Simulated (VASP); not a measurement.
Input of a VASP 6.6.1 run:

Contents of INCAR:

```
SYSTEM = Cd4F
  PREC = Accurate
  ENCUT = 520
  EDIFF = 1E-6
  ISMEAR = 0
  SIGMA = 0.1
  LREAL = .False.
  LASPH = .True.
  NELM = 100
  ALGO = Normal
  ISIF = 2
  LWAVE = .False.
  LCHARG = .False.
  GGA = PE
  NBANDS = 36
```

File KPOINTS:

```
regular mesh
0
Gamma
  10 10 6
  0 0 0
```

POSCAR

```
Cd4F
1.0
    4.1689980472      0.0000000000      0.0000000000
    0.0000000000      4.1689980472      0.0000000000
    0.0000000000      0.0000000000      6.8369718155
Cd F
4 1
Direct
    0.5000000000      0.0000000000      0.2765705162
    0.0000000000      0.5000000000      0.7234294838
    0.5000000000      0.0000000000      0.7234294838
    0.0000000000      0.5000000000      0.2765705162
    0.0000000000      0.0000000000      0.0000000000
```

Potentials or basis: VASP PAW PBE potentials, release 64 (Cd, F).

Run with:

```console
$ cat potpaw_PBE.64/Cd/POTCAR potpaw_PBE.64/F/POTCAR > POTCAR
$ mpirun -np 1 vasp_std > vasp.out
```

Q: What does it give for the band gap on the k mesh?

A: Zero (an odd number of electrons rules out a gap without spin polarisation).

Q: Predict the pressure.

A: 0.2 GPa.

Caveat: the cell differs from its parent crystal (atoms taken out); an odd number of electrons without spin polarisation forces a metal; a magnetic or distorted state may lie lower.
